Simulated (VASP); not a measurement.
Set up this calculation in VASP 6.6.1, as the native input.

```yaml
Task: single point
Functional: BLYP
Dispersion: D3(BJ)
Potentials_or_basis: VASP PAW PBE potentials, release 64 (Ag)
Cutoff: 520 eV
k_mesh: 11 × 11 × 11
Occupations: fermi-dirac, width 0.05 eV
Spin: no spin polarisation
Dipole_correction: no
Further_INCAR_settings: ALGO = Normal; EDIFF = 1e-06; NBANDS = 12
```

The structure of Ag lies in POSCAR:

```
Ag
1.0
    0.0000000000      2.0427500000      2.0427500000
    2.0427500000      0.0000000000      2.0427500000
    2.0427500000      2.0427500000      0.0000000000
Ag
1
Direct
    0.0000000000      0.0000000000      0.0000000000
```

The input as run:

INCAR

```
  PREC = Accurate
  ENCUT = 520
  EDIFF = 1E-6
  ISMEAR = -1
  SIGMA = 0.05
  LREAL = F
  LASPH = T
  NELM = 100
  ALGO = Normal
  ISIF = 2
  LWAVE = F
  LCHARG = F
  GGA = B5
  ALDAX = 1.0
  AGGAX = 1.0
  AGGAC = 1.0
  ALDAC = 0.0
  IVDW = 12
  VDW_S6 = 1.0
  VDW_S8 = 2.6996
  VDW_A1 = 0.4298
  VDW_A2 = 4.2359
  NBANDS = 12
```

KPOINTS

```
Automatic mesh
0
Gamma
  11 11 11
```

Potentials or basis: VASP PAW PBE potentials, release 64 (Ag).

Run with:

```console
$ cat potpaw_PBE.64/Ag/POTCAR > POTCAR
$ mpirun -np 1 vasp_std > vasp.out
```

Results of the run:

```
Pressure                   : -0.9 GPa
Dispersion energy per atom : -1.345 eV
```

Caveat: the PAW data sets were made with another functional, which shifts forces and pressure a little; pairwise dispersion overbinds metals, which lowers pressure and volume.

Wall time 12 s on 1 thread of AMD EPYC 7R13 Processor (Zen 3) (shared host), peak memory 0.12 GiB.
